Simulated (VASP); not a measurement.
# AlNi: single point with PBE

The system is AlNi.

```
Al Ni
1.0
     2.96541    0.00000    0.00000
     0.00000    2.96541    0.00000
     0.00000    0.00000    2.74843
Al Ni
1 1
Direct
  0.00000 0.00000 0.00000
  0.50000 0.50000 0.50000
```

This cell differs from its parent crystal: strain +0.025 along x and y, -0.050 along z.

```json
{
 "Program": "VASP 6.6.1",
 "Task": "single point",
 "Functional": "PBE",
 "Potentials or basis": "VASP PAW PBE potentials, release 64 (Al, Ni)",
 "Cutoff": "520 eV",
 "k mesh": "20 × 20 × 20",
 "Occupations": "gaussian, width 0.15 eV",
 "Spin": "no spin polarisation"
}
```

```yaml
Pressure: 0.7 GPa
Band_gap_on_the_k_mesh: zero (an odd number of electrons rules out a gap without spin polarisation)
```

Stress tensor (GPa, compression positive):
```
-1.65  0.00  0.00
 0.00 -1.65  0.00
 0.00  0.00  5.48
```

Levels at points of the mesh, in eV from the Fermi level:
| k point | band 4 | band 5 | band 6 | band 7 | band 8 | band 9 | band 10 | band 11 |
| --- | --- | --- | --- | --- | --- | --- | --- | --- |
| (0.00, 0.00, 0.00) | -1.65 | -1.44 | -1.44 | 4.58 | 4.58 | 7.35 | 7.77 | 8.11 |
| (0.50, 0.00, 0.00) | -2.36 | -1.94 | -1.37 | -0.82 | 8.09 | 9.04 | 9.80 | 11.66 |
| (0.50, 0.50, 0.00) | -3.18 | -1.83 | -1.83 | -1.11 | 0.99 | 1.98 | 13.50 | 15.93 |
| (0.00, 0.00, 0.50) | -2.35 | -2.35 | -1.52 | -0.28 | 8.32 | 9.36 | 9.36 | 10.59 |
| (0.50, 0.00, 0.50) | -2.47 | -2.19 | -2.10 | -0.98 | 1.76 | 2.63 | 11.61 | 14.14 |
| (0.50, 0.50, 0.50) | -1.06 | -0.89 | 2.00 | 2.00 | 2.14 | 3.63 | 3.86 | 4.67 |

Run time: 2.6 min on 1 thread of Intel(R) Xeon(R) Platinum 8259CL CPU @ 2.50GHz (Skylake/Cascade Lake) (shared host), peak memory 0.35 GiB.

Caveat: the cell differs from its parent crystal (strain +0.025 along x and y, -0.050 along z); the stress differs along the axes, from -2 to 5 GPa. Spin polarisation is off, so any magnetic state and its effect on volume and gap are missing.
